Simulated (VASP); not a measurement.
A run of VASP 6.6.1:

INCAR

```
SYSTEM = Ag
PREC = Accurate
ENCUT = 520
EDIFF = 1E-6
ISMEAR = -1
SIGMA = 0.05
LREAL = .FALSE.
LASPH = .TRUE.
NELM = 100
ALGO = Normal
ISIF = 2
LWAVE = .FALSE.
LCHARG = .FALSE.
GGA = PE
NBANDS = 24
```

File KPOINTS:

```
Automatic mesh
0
G
  8 8 11
  0 0 0
```

File POSCAR:

```
Ag
1.0
    4.7278906740      0.0000000000      0.0000000000
   -2.3639453370      4.0944734300      0.0000000000
    0.0000000000      0.0000000000      2.8276034994
Ag
3
Direct
    0.0000000000      0.0000000000      0.0000000000
    0.3333333333      0.6666666667      0.5000000000
    0.6666666667      0.3333333333      0.5000000000
```

Potentials or basis: VASP PAW PBE potentials, release 64 (Ag).

The run is started by

```bash
$ cat potpaw_PBE.64/Ag/POTCAR > POTCAR
$ mpirun -np 1 vasp_std > vasp.out
```

Hardware: 1 thread of Intel(R) Xeon(R) 6975P-C (Granite Rapids) (shared host).

Q: How long does it take, and how much memory?

A: Run time: 36 s on 1 thread of Intel(R) Xeon(R) 6975P-C (Granite Rapids) (shared host), peak memory 0.21 GiB. Counts: scf iterations 12, k points 60.
